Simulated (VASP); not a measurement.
# C11O: single point with PBE+D3(BJ)

C11O, a slab with vacuum:

```
CELL_PARAMETERS angstrom
3.64732 0.00000 0.00000
-1.66588 3.93102 0.00000
0.00000 0.00000 23.58096
ATOMIC_POSITIONS crystal
C 0.50018 0.33339 0.16963
C 0.49982 0.66661 0.16963
C 0.50018 0.83339 0.22189
C 0.49982 0.16661 0.22189
C 0.50002 0.33532 0.27414
C 0.49998 0.66468 0.27414
C 0.50013 0.83665 0.32662
C 0.49987 0.16335 0.32662
C 0.49976 0.35443 0.37450
C 0.50024 0.64557 0.37450
C 0.99976 0.60443 0.57593
O 0.99976 0.60443 0.52716
```

| Item | Value |
| --- | --- |
| Program | VASP 6.6.1 |
| Task | single point |
| Functional | PBE |
| Dispersion | D3(BJ) |
| Potentials or basis | VASP PAW PBE potentials, release 64 (C, O) |
| Cutoff | 520 eV |
| k mesh | 8 × 7 × 1 |
| Occupations | gaussian, width 0.05 eV |
| Spin | no spin polarisation |
| Dipole correction | yes |
| Further INCAR settings | ALGO = Normal; EDIFF = 1e-06; NBANDS = 37 |

```yaml
Largest_force: 6.777 eV/Å
Band_gap_on_the_k_mesh: zero (band 25 reaches -2.29 eV, above the bottom of band 26 at -3.03 eV)
Dispersion_energy_per_atom: -0.105 eV
```

Forces on the atoms (eV/Å):
```
C   -2.626  6.144  1.136
C    2.626 -6.144  1.136
C   -0.160  0.382 -1.176
C    0.160 -0.382 -1.176
C    0.007 -0.007  0.000
C   -0.007  0.006  0.000
C   -0.009  0.015  0.013
C    0.007 -0.013  0.011
C    0.029 -0.074  0.043
C   -0.030  0.072  0.039
C    0.000  0.000 -0.728
O    0.001  0.001  0.700
```

Levels at points of the mesh, in eV from the Fermi level:
| k point | band 23 | band 24 | band 25 | band 26 | band 27 | band 28 |
| --- | --- | --- | --- | --- | --- | --- |
| (0.00, 0.00, 0.00) | -1.38 | -1.33 | 0.63 | 0.68 | 1.27 | 1.75 |
| (0.50, 0.00, 0.00) | -1.07 | -0.75 | 0.08 | 1.13 | 1.30 | 1.93 |

Wall time 7.9 min on 1 thread of Intel Xeon 6975P-C, on a shared host, peak memory 0.56 GiB.
